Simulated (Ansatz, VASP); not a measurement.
One calculation of H, two programs

```
H
1.0
     3.84013    0.00000    0.00000
    -1.92007    3.32565    0.00000
     0.00000    0.00000    5.04666
H
4
Direct
  0.33333 0.66667 0.17650
  0.66667 0.33333 0.67650
  0.66667 0.33333 0.82350
  0.33333 0.66667 0.32350
```

Alike in both runs: task single point; functional PBEsol; k mesh 9 × 9 × 6; occupations gaussian, width 0.05 eV; no spin polarisation.

|  | VASP | Ansatz |
| --- | --- | --- |
| version | VASP 6.6.1 | Ansatz 0.2.0 |
| potentials or method | VASP PAW PBE potentials, release 64 (H), cutoff 500 eV | scalar-relativistic, plane waves, PAW |
| valence electrons in the cell | 4 | 4 |

|  | VASP | Ansatz | Ansatz less VASP |
| --- | --- | --- | --- |
| gap on the k mesh at the Fermi level (eV) | 9.32 | 9.32 | +0.002 |
| least direct gap on the mesh (eV) | 9.32 | 9.32 | +0.002 |
| pressure (GPa) | 0.6 | 0.7 | +0.18 |
| traceless stress, the component that is largest in VASP (GPa) | 1.46 | 1.48 | +0.021 |
| rms of the force components (eV/Å) | 0.351 | 0.349 | -0.0023 |

VASP's potentials were made for PBE, not for PBEsol. Atom by atom the forces differ by 0.002 eV/Å (rms over components).
